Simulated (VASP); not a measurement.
Write the native input for VASP 6.6.1 that does the following.

```
Task                   : single point
Functional             : PBE
Potentials or basis    : VASP PAW PBE potentials, release 64 (Hf_pv, N)
Cutoff                 : 520 eV
k mesh                 : 18 × 18 × 18
Occupations            : gaussian, width 0.15 eV
Spin                   : no spin polarisation
Dipole correction      : no
Further INCAR settings : ALGO = Normal; EDIFF = 1e-06; NBANDS = 14
```

The structure of HfN lies in POSCAR:

```
HfN
1.0
    0.0000000000      2.2251150000      2.2251150000
    2.2251150000      0.0000000000      2.2251150000
    2.2251150000      2.2251150000      0.0000000000
Hf N
1 1
Direct
    0.0000000000      0.0000000000      0.0000000000
    0.5000000000      0.5000000000      0.5000000000
```

This cell differs from its parent crystal: strain -0.015 along x and y, -0.015 along z.

The input as run:

INCAR

```
PREC     = Accurate       # precision mode
ENCUT    = 520            # plane-wave cutoff, eV
EDIFF    = 1E-6           # SCF threshold, eV
ISMEAR   = 0              # smearing method
SIGMA    = 0.15           # smearing width, eV
LREAL    = False          # projectors in reciprocal space
LASPH    = True           # aspherical terms in the spheres
NELM     = 80             # most SCF steps
ALGO     = Normal         # electronic algorithm
ISIF     = 2              # what is computed and relaxed
LWAVE    = False          # write WAVECAR
LCHARG   = True           # write CHGCAR
GGA      = PE             # functional
LELF     = True           # ELF
LVHAR    = True         
NBANDS   = 14             # bands
```

KPOINTS

```
Automatic mesh
0
Gamma
  18 18 18
```

Potentials or basis: VASP PAW PBE potentials, release 64 (Hf_pv, N).

Launch:

```sh
$ cat potpaw_PBE.64/Hf_pv/POTCAR potpaw_PBE.64/N/POTCAR > POTCAR
$ mpirun -np 1 vasp_std > vasp.out
```

Results of the run:

- Pressure: 17.2 GPa
- Band gap on the k mesh: zero (an odd number of electrons rules out a gap without spin polarisation)

Caveat: the cell differs from its parent crystal (strain -0.015 along x and y, -0.015 along z); the cell stands under pressure; spin-orbit coupling is left out, which moves the levels of the heavy elements.

Wall time 61 s on 1 thread of Intel Xeon 8259CL, with other jobs on the host, peak memory 0.19 GiB.
